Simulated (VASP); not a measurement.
A run of VASP 6.6.1:

POSCAR

```
ZnSe
1.0
    0.0000000000      2.8329303775      2.8329303775
    2.8329303775      0.0000000000      2.8329303775
    2.8329303775      2.8329303775      0.0000000000
Zn Se
1 1
Direct
    0.0000000000      0.0000000000      0.0000000000
    0.7500000000      0.7500000000      0.7500000000
```

The input INCAR.step1:

```
SYSTEM = ZnSe
PREC = Accurate
ENCUT = 600
ISMEAR = 0
SIGMA = 0.01
LREAL = .FALSE.
LASPH = .TRUE.
NELM = 100
GGA = PE
ALGO = Normal
EDIFF = 1E-4
LWAVE = .TRUE.
LCHARG = .FALSE.
```

File INCAR.step2:

```
SYSTEM = ZnSe
PREC = Accurate
ENCUT = 600
EDIFF = 1E-6
ISMEAR = 0
SIGMA = 0.01
LREAL = .FALSE.
LASPH = .TRUE.
NELM = 100
ALGO = Normal
ISIF = 3
LWAVE = .FALSE.
LCHARG = .FALSE.
METAGGA = R2SCAN
LMIXTAU = .TRUE.
IBRION = 2
NSW = 100
EDIFFG = -0.002
PSTRESS = 40.0
ISTART = 1
```

File KPOINTS:

```
regular mesh
0
G
  8 8 8
  0 0 0
```

Potentials or basis: VASP PAW PBE potentials, release 64 (Zn, Se).

The run is started by

```sh
$ cat potpaw_PBE.64/Zn/POTCAR potpaw_PBE.64/Se/POTCAR > POTCAR
$ cp INCAR.step1 INCAR
$ mpirun -np 1 vasp_std > vasp.out
$ cp INCAR.step2 INCAR
$ mpirun -np 1 vasp_std > vasp.out
```

Hardware: 1 thread of Intel(R) Xeon(R) 6975P-C (Granite Rapids), on a shared host.

Question: Estimate the wall time of this run.

Answer: It took 89 s on 1 thread of Intel(R) Xeon(R) 6975P-C (Granite Rapids), on a shared host, peak memory 0.21 GiB. Counts: k points 29, ion steps 4.
